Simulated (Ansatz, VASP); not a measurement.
# One calculation of MgO, two programs

File POSCAR:

```
MgO
1.0
    0.0000000000      2.1381295086      2.1381295086
    2.1381295086      0.0000000000      2.1381295086
    2.1381295086      2.1381295086      0.0000000000
Mg O
1 1
Direct
    0.0000000000      0.0000000000      0.0000000000
    0.5000000000      0.5000000000      0.5000000000
```

Contents of INCAR.step1:

```
ALGO = Normal ; EDIFF = 1E-5
ENCUT = 660 ; GGA = PE
GGA_COMPAT = False ; ISMEAR = -1
LASPH = True ; LCHARG = False
LREAL = False ; LWAVE = True
NBANDS = 15 ; NELM = 120
PREC = Accurate ; SIGMA = 0.05
```

The input INCAR.step2:

```
ALGO = Normal ; EDIFF = 1E-6
ENCUT = 660 ; GGA_COMPAT = False
ISIF = 2 ; ISMEAR = -1
ISTART = 1 ; LASPH = True
LCHARG = True ; LELF = True
LMIXTAU = True ; LREAL = False
LVHAR = True ; LWAVE = False
METAGGA = R2SCAN ; NBANDS = 15
NELM = 120 ; PREC = Accurate
SIGMA = 0.05
```

File KPOINTS:

```
k-points
0
Gamma
  11 11 11
```

Contents of input.yaml:

```yaml
crystal:
  lattice:
    - [0.0, 2.1381295086, 2.1381295086]
    - [2.1381295086, 0.0, 2.1381295086]
    - [2.1381295086, 2.1381295086, 0.0]
  atoms:
    - { symbol: Mg, position: [0.0, 0.0, 0.0] }
    - { symbol: O, position: [0.5, 0.5, 0.5] }
hamiltonian:
  xc: r2scan
  pseudopotentials: { kind: paw }
kpoints:
  mp_grid: { grid: [11, 11, 11] }
scf:
  occupations: { method: fermi_dirac, width: 0.05 }
output:
  forces: true
  stress: true
  eigenvalues: true
  write_density: true
  write_potential: true
  elf: true
  volumetric_format: npy
```

Alike in both runs: task single point; functional r2SCAN; k mesh 11 × 11 × 11; occupations fermi-dirac, width 0.05 eV; no spin polarisation.

|  | VASP | Ansatz |
| --- | --- | --- |
| version | VASP 6.6.1 | Ansatz 0.2.0 |
| potentials or method | VASP PAW PBE potentials, release 64 (Mg_sv, O) | Ansatz PAW |
| plane-wave cutoff (eV) | 660 | 500 |
| valence electrons in the cell | 16 | 16 |

|  | VASP | Ansatz | Ansatz less VASP |
| --- | --- | --- | --- |
| gap on the k mesh at the Fermi level (eV) | 5.21 | 5.18 | -0.031 |
| least direct gap on the mesh (eV) | 5.21 | 5.18 | -0.031 |
| pressure (GPa) | -7.8 | -7.6 | +0.15 |

VASP's potentials were made for PBE, not for r2SCAN. With one functional, cell and mesh, what is left measures potentials, basis and numerics.

Noted on Ansatz's run: odd divisions of the mesh miss points on the zone boundary, where band edges often lie, so the gap on the mesh can be too wide.
